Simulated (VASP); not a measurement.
Here is a VASP 6.6.1 calculation.

INCAR

```
SYSTEM = ZnS
PREC = Accurate
ENCUT = 520
EDIFF = 1E-6
ISMEAR = -1
SIGMA = 0.02
LREAL = .False.
LASPH = .True.
NELM = 60
ALGO = Normal
ISIF = 2
LWAVE = .False.
LCHARG = .True.
GGA = PE
LELF = .True.
LVHAR = .True.
NBANDS = 16
```

File KPOINTS:

```
regular mesh
0
Gamma
  8 8 8
  0 0 0
```

Contents of POSCAR:

```
ZnS
1.0
    0.0000000000      2.5432262021      2.6940955531
    2.5432262021      0.0000000000      2.6940955531
    2.5432262021      2.5432262021      0.0000000000
Zn S
1 1
Direct
    0.2500000000      0.2500000000      0.2500000000
    0.0000000000      0.0000000000      0.0000000000
```

Potentials or basis: VASP PAW PBE potentials, release 64 (Zn, S).

Run with:

```bash
$ cat potpaw_PBE.64/Zn/POTCAR potpaw_PBE.64/S/POTCAR > POTCAR
$ mpirun -np 1 vasp_std > vasp.out
```

Q: What does it give for the band gap on the k mesh?

A: 2.59 eV, direct.

Q: What does it give for the pressure?

A: 14.1 GPa.

Stress tensor (GPa, compression positive):
```
14.85  0.00  0.00
 0.00 14.85  0.00
 0.00  0.00 12.63
```

Caveat: the cell differs from its parent crystal (biaxial xy strain -5.6%). A k mesh can miss the band edges.
